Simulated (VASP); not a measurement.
# CO2 (I-42d) in VASP: relaxation of cell and atoms with LDA

Aim: the relaxation of cell and atoms of CO2 with LDA.

Everything below comes from runs of VASP 6.6.1. Logs are shortened: lines on timing, memory, paths and dates and some standing lists are left out, and cuts for length are marked.

## (1) The cell of the first run

The structure is tetragonal, space group I-42d (No. 122). The conventional cell has a = 3.869 Å, b = 3.869 Å, c = 5.895 Å, α = 90.00°, β = 90.00°, γ = 90.00°. C (site symmetry -4) has 4 O at 1.38 Å within 1.8 Å. O (site symmetry 2) has 2 C at 1.38 Å within 1.8 Å.

## (2) Relaxation of cell and atoms, LDA

Input file INCAR:

```
SYSTEM = CO2
PREC = Accurate
ENCUT = 600
EDIFF = 1E-7
ISMEAR = 0
SIGMA = 0.02
LREAL = .False.
LASPH = .True.
NELM = 100
ALGO = Normal
ISIF = 3
LWAVE = .False.
LCHARG = .False.
IBRION = 2
NSW = 80
EDIFFG = -0.01
```

Input file KPOINTS:

```
regular mesh
0
Gamma
  8 8 8
  0 0 0
```

Input file POSCAR:

```
CO2
1.0
   -1.9342583142      1.9342583142      2.9472776647
    1.9342583142     -1.9342583142      2.9472776647
    1.9342583142      1.9342583142     -2.9472776647
C O
2 4
Direct
    0.0000000000      0.0000000000      0.0000000000
    0.7500000000      0.2500000000      0.5000000000
    0.3750000000      0.2940783423      0.4190783423
    1.0440783423      0.6250000000      0.9190783423
    0.7059216577      0.1250000000      0.0809216577
    0.8750000000     -0.0440783423      0.5809216577
```

Potentials or basis: VASP PAW LDA potentials, release 64 (C, O).

Command:

```console
> cat potpaw_LDA.64/C/POTCAR potpaw_LDA.64/O/POTCAR > POTCAR
> mpirun -np 1 vasp_std > vasp.out
```

OUTCAR:

```text
SYSTEM = CO2
   PREC = Accurate
   ENCUT = 600
   EDIFF = 1E-7
   ISMEAR = 0
   LREAL = .False.
   LASPH = .True.
   NELM = 100
   ISIF = 3
   IBRION = 2
   NSW = 80
   EDIFFG = -0.01

 ion  position               nearest neighbor table
   1  0.000  0.000  0.000-   3 1.38   4 1.38   5 1.38   6 1.38
   2  0.750  0.250  0.500-   3 1.38   4 1.38   5 1.38   6 1.38
   3  0.375  0.294  0.419-   1 1.38   2 1.38
   4  0.044  0.625  0.919-   1 1.38   2 1.38
   5  0.706  0.125  0.081-   1 1.38   2 1.38
   6  0.875  0.956  0.581-   1 1.38   2 1.38

  LATTYP: Found a body centered tetragonal cell.
 ALAT       =     3.8685166284
 C/A-ratio  =     1.5237249560

  Lattice vectors:

 A1 = (  -1.9342583142,   1.9342583142,   2.9472776647)
 A2 = (   1.9342583142,  -1.9342583142,   2.9472776647)
 A3 = (   1.9342583142,   1.9342583142,  -2.9472776647)

Analysis of symmetry for initial positions (statically):
=====================================================================
 Subroutine PRICEL returns:
 Original cell was already a primitive cell.

 Routine SETGRP: Setting up the symmetry group for a
 body centered tetragonal supercell.

 Subroutine GETGRP returns: Found  8 space group operations
 (whereof  4 operations were pure point group operations)
 out of a pool of 16 trial point group operations.

The static configuration has the point symmetry S_4 .
 The point group associated with its full space group is D_2d.

Analysis of symmetry for dynamics (positions and initial velocities):
=====================================================================
 Subroutine PRICEL returns:
 Original cell was already a primitive cell.

 Routine SETGRP: Setting up the symmetry group for a
 body centered tetragonal supercell.

 Subroutine GETGRP returns: Found  8 space group operations
 (whereof  4 operations were pure point group operations)
 out of a pool of 16 trial point group operations.

The dynamic configuration has the point symmetry S_4 .
 The point group associated with its full space group is D_2d.

 Subroutine INISYM returns: Found  8 space group operations
 (whereof  4 operations are pure point group operations),
 and found     1 'primitive' translations

----------------------------------------------------------------------------------------

                                     Primitive cell

  volume of cell :      44.1073

  direct lattice vectors                    reciprocal lattice vectors
    -1.934258314  1.934258314  2.947277665     0.000000000  0.258497015  0.169648081
     1.934258314 -1.934258314  2.947277665     0.258497015  0.000000000  0.169648081
     1.934258314  1.934258314 -2.947277665     0.258497015  0.258497015  0.000000000

  length of vectors
     4.021088918  4.021088918  4.021088918     0.309194402  0.309194402  0.365569984

  position of ions in fractional coordinates (direct lattice)
     0.000000000  0.000000000  0.000000000
     0.750000000  0.250000000  0.500000000
     0.375000000  0.294078342  0.419078342
     0.044078342  0.625000000  0.919078342
     0.705921658  0.125000000  0.080921658
     0.875000000  0.955921658  0.580921658

  ion indices of the primitive-cell ions
   primitive index   ion index
                 1           1
                 2           2
                 3           3
                 4           4
                 5           5
                 6           6

----------------------------------------------------------------------------------------

 KPOINTS: regular mesh

Automatic generation of k-mesh.
 Grid dimensions read from file:
 generate k-points for:    8    8    8

 Generating k-lattice:

  Cartesian coordinates                     Fractional coordinates (reciprocal lattice)
     0.000000000  0.032312127  0.021206010     0.125000000 -0.000000000  0.000000000
     0.032312127  0.000000000  0.021206010    -0.000000000  0.125000000  0.000000000
     0.032312127  0.032312127  0.000000000     0.000000000  0.000000000  0.125000000

  Length of vectors
     0.038649300  0.038649300  0.045696248

  Shift w.r.t. Gamma in fractional coordinates (k-lattice)
     0.000000000  0.000000000  0.000000000

 Subroutine IBZKPT returns following result:
 ===========================================

 Found     59 irreducible k-points:

 Following reciprocal coordinates:
            Coordinates               Weight
  0.000000  0.000000  0.000000      1.000000
  0.125000  0.000000 -0.000000      8.000000
  0.250000  0.000000 -0.000000      8.000000
  0.375000  0.000000 -0.000000      8.000000
  0.500000  0.000000 -0.000000      4.000000
  0.125000  0.125000 -0.000000      8.000000
[... 16 lines left out ...]
  0.250000  0.125000  0.125000     16.000000
  0.375000  0.125000  0.125000      8.000000
 [... further k-points ...]
   k-points           NKPTS =     59   k-points in BZ     NKDIM =     59   number of bands    NBANDS=     20
   number of dos      NEDOS =    301   number of ions     NIONS =      6
   total plane-waves  NPLWV =  32768
   dimension x,y,z NGX =    32 NGY =   32 NGZ =   32
   dimension x,y,z NGXF=    64 NGYF=   64 NGZF=   64
   ions per type =               2   4
   NGX,Y,Z   is equivalent  to a cutoff of  13.23, 13.23, 13.23 a.u.
   NGXF,Y,Z  is equivalent  to a cutoff of  26.46, 26.46, 26.46 a.u.
 SYSTEM =  CO2
   PREC   = accura    normal or accurate (medium, high low for compatibility)
   ISTART =      0    job   : 0-new  1-cont  2-samecut
   ICHARG =      2    charge: 1-file 2-atom 10-const
   ISPIN  =      1    spin polarized calculation?
   LNONCOLLINEAR =      F non collinear calculations
   LSORBIT =      F    spin-orbit coupling
   LASPH  =      T    aspherical Exc in radial PAW
   ENCUT  =  600.0 eV  44.10 Ry    6.64 a.u.   8.03  8.03  8.03*2*pi/ulx,y,z
   NELM   =    100;   NELMIN=  2; NELMDL= -5     # of ELM steps
   EDIFF  = 0.1E-06   stopping-criterion for ELM
   LREAL  =      F    real-space projection
   EDIFFG = -.1E-01   stopping-criterion for IOM
   NSW    =     80    number of steps for IOM
   IBRION =      2    ionic relax: 0-MD 1-quasi-New 2-CG
   NFREE  =      1    steps in history (QN), initial steepest desc. (CG)
   ISIF   =      3    stress and relaxation
   ISYM   =      2    0-nonsym 1-usesym 2-fastsym
   POTIM  = 0.5000    time-step for ionic-motion
   TEBEG  =    0.0;   TEEND  =   0.0 temperature during run
   PSTRESS=    0.0 pullay stress
   NELECT =      32.0000    total number of electrons
   NUPDOWN=      -1.0000    fix difference up-down
   EMIN   =  10.00;   EMAX   =-10.00  energy-range for DOS
   EFERMI =   0.00;   METHOD = LEGACY
   ISMEAR =     0;   SIGMA  =   0.02  broadening in eV -4-tet -1-fermi 0-gaus
   EFERMI_NEDOS =   21; number of points for ismear=-14 and -15
   IALGO  =     38    algorithm
   IMIX   =      4    mixing-type and parameters
     AMIX     =   0.40;   BMIX     =  1.00
     AMIX_MAG =   1.60;   BMIX_MAG =  1.00
  volume/ion in A,a.u.               =       7.35        49.61
  Fermi-wavevector in a.u.,A,eV,Ry     =   1.471030  2.779843 29.442040  2.163929
  Thomas-Fermi vector in A             =   2.586215
   LORBIT       =      0    0 simple, 1 ext, 2 COOP (PROOUT), +10 PAW based schemes
   GGA     = CA    functional components
   LHFCALC =     F    Hartree Fock is set to
   AEXX    =    0.0000 exact exchange contribution
   IVDW    =     0    specifies the selected vdW correction
   LEPSILON=     F    determine dielectric tensor
   LRPA    =     F    only Hartree local field effects (RPA)
 conjugate gradient relaxation of ions
 non-spin polarized calculation
 Gauss-broadening in eV      SIGMA  =   0.02
  energy-cutoff  :      600.00
  volume of cell :       44.11
 maximum number of plane-waves:      1486
   NGX = 17   NGY = 17   NGZ = 17

--------------------------------------- Ionic step        1  -------------------------------------------

 number of electron      32.0000007 magnetization

 Free energy of the ion-electron system (eV)
  ---------------------------------------------------
  ext. energy  EPLUGINS =         0.00000000
  ---------------------------------------------------
  free energy    TOTEN  =       -49.12602589 eV

  energy without entropy =      -49.12602589  energy(sigma->0) =      -49.12602589

------------------------ aborting loop because EDIFF is reached ----------------------------------------

  FORCE on cell =-STRESS in cart. coord.  units (eV):
  Direction    XX          YY          ZZ          XY          YZ          ZX
  --------------------------------------------------------------------------------------
  -------------------------------------------------------------------------------------
  Total        0.5438442      0.5438442      0.4432376      0.0000000      0.0000000      0.0000000
  in kB       19.7549103     19.7549103     16.1004177      0.0000000      0.0000000      0.0000000
  external PRESSURE =      18.5367461 kB  Pullay stress =       0.0000000 kB
[... 65 lines left out ...]
  energy  without entropy=      -49.1223488553  energy(sigma->0) =      -49.12234886

--------------------------------------- Ionic step        3  -------------------------------------------

 number of electron      32.0000008 magnetization

 Free energy of the ion-electron system (eV)
  ---------------------------------------------------
  ext. energy  EPLUGINS =         0.00000000
  ---------------------------------------------------
  free energy    TOTEN  =       -49.12783374 eV

  energy without entropy =      -49.12783374  energy(sigma->0) =      -49.12783374

 E-fermi :   2.7582     XC(G=0): -12.0195

 val. band max:        2.6100509968   @ k =   0.5000   0.0000  -0.0000
 cond. band min:      10.0997854252   @ k =   0.0000   0.0000   0.0000
 fundamental gap:      7.4897344284
 Fermi energy:         2.7581723849

 k-point     1 :       0.0000    0.0000    0.0000
  band No.  band energies     occupation
      1     -21.7314      2.00000
      2     -16.3187      2.00000
      3     -16.3187      2.00000
      4     -15.5983      2.00000
      5     -12.1180      2.00000
      6      -7.4721      2.00000
[... 12 lines left out ...]
     19      12.1324      0.00000
[... 513 lines left out ...]
      4     -16.1949      2.00000
      5      -9.9706      2.00000
      6      -7.9552      2.00000
[... 12 lines left out ...]
     19      12.4772      0.00000
     20      12.8729      0.00000

 [... further k-points ...]
[... 5 lines left out ...]
  --------------------------------------------------------------------------------------
  -------------------------------------------------------------------------------------
  Total       -0.0219196     -0.0219196      0.0021314      0.0000000      0.0000000      0.0000000
  in kB       -0.7926688     -0.7926688      0.0770752      0.0000000      0.0000000      0.0000000
  external PRESSURE =      -0.5027541 kB  Pullay stress =       0.0000000 kB
[... 21 lines left out ...]
  FREE ENERGIE OF THE ION-ELECTRON SYSTEM (eV)
  ---------------------------------------------------
  free  energy   TOTEN  =       -49.1278337426 eV

  energy  without entropy=      -49.1278337426  energy(sigma->0) =      -49.12783374

 reached required accuracy - stopping structural energy minimisation
```

Wall time 51 s (1 thread of Intel Xeon 6975P-C (Granite Rapids), shared host); peak memory 0.17 GiB.

Results:

| Property | Result |
| --- | --- |
| Free energy | -49.1278 eV |
| Relaxed volume | 7.38 Å³/atom |
| Relaxed cell | a = 4.027 Å, b = 4.027 Å, c = 4.027 Å, α = 122.48°, β = 122.48°, γ = 85.75° |
| Space group after relaxing (to 0.1 Å) | I-42d (No. 122) |
| Energy gained by relaxing | 0.3 meV/atom |
| Ionic steps | 3 |
| Pressure after relaxing | -0.1 GPa |
| Largest force after relaxing | 0.005 eV/Å |
| Band gap on the k mesh | 7.49 eV (least direct gap 7.96 eV) |

Forces in eV/Å, atoms in the order of the input:
```
C    0.000  0.000  0.000
C    0.000  0.000  0.000
O    0.005  0.000  0.000
O    0.000  0.005  0.000
O    0.000 -0.005  0.000
O   -0.005  0.000  0.000
```

The path:
| step | energy change (eV) | largest force (eV/Å) | pressure (GPa) | volume (Å³) |
| --- | --- | --- | --- | --- |
| 1 | 0.0000 | 0.1381 | 1.85 | 44.11 |
| 2 | 0.0037 | 0.2213 | -3.25 | 44.65 |
| 3 | -0.0018 | 0.0053 | -0.05 | 44.30 |

Final structure:
```
CELL_PARAMETERS angstrom
-1.93733 1.93733 2.95109
1.93733 -1.93733 2.95109
1.93733 1.93733 -2.95109
ATOMIC_POSITIONS crystal
C 0.00000 0.00000 0.00000
C 0.75000 0.25000 0.50000
O 0.37500 0.29471 0.41971
O 0.04471 0.62500 0.91971
O 0.70529 0.12500 0.08029
O 0.87500 0.95529 0.58029
```

Levels at points of the mesh, in eV from the valence-band top:
```tsv
k point	band 12	band 13	band 14	band 15	band 16	band 17	band 18	band 19	band 20
(0.00, 0.00, 0.00)	-1.38	-1.38	-0.93	-0.93	-0.47	7.49	9.52	9.52	9.83
(0.50, 0.00, 0.00)	-2.36	-1.84	-1.54	-0.48	0.00	8.40	9.67	10.15	10.46
(0.50, 0.50, 0.00)	-2.78	-0.69	-0.69	-0.57	-0.57	9.23	9.23	10.11	10.11
(0.50, 0.50, 0.50)	-3.12	-2.95	-2.95	-0.07	-0.07	8.90	8.90	10.99	10.99
```
